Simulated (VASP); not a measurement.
## Ru: single point with PBE

Crystal: Ru.

```
Ru
1.0
     0.00000    1.90533    1.90533
     1.90533    0.00000    1.90533
     1.90533    1.90533    0.00000
Ru
1
Direct
  0.00000 0.00000 0.00000
```

This isn't the form of Ru at room conditions, which is hcp.

```json
{
 "Program": "VASP 6.6.1",
 "Task": "single point",
 "Functional": "PBE",
 "Potentials or basis": "VASP PAW PBE potentials, release 64 (Ru_pv)",
 "Cutoff": "520 eV",
 "k mesh": "18 × 18 × 18",
 "Occupations": "gaussian, width 0.05 eV",
 "Spin": "non-collinear spin, zero start, spin-orbit coupling",
 "Starting moments": "[[0.0, 0.0, 0.0]] μB",
 "Dipole correction": "no",
 "k mesh for the DOS": "27 × 27 × 27",
 "Occupations for the DOS": "tetrahedron",
 "Further INCAR settings": "ALGO = Normal; EDIFF = 1e-06; NBANDS = 25"
}
```

| Property | Result |
| --- | --- |
| Net moment | 0.00 μB per cell |
| Valence electrons inside the program's atomic spheres | Ru 12.63 |

Moments on the atoms (μB; x, y, z):
```
Ru  0.00 0.00 0.00
```

It took 2.3 min on 1 thread of Intel(R) Xeon(R) 6975P-C (Granite Rapids), on a shared host, peak memory 0.36 GiB.
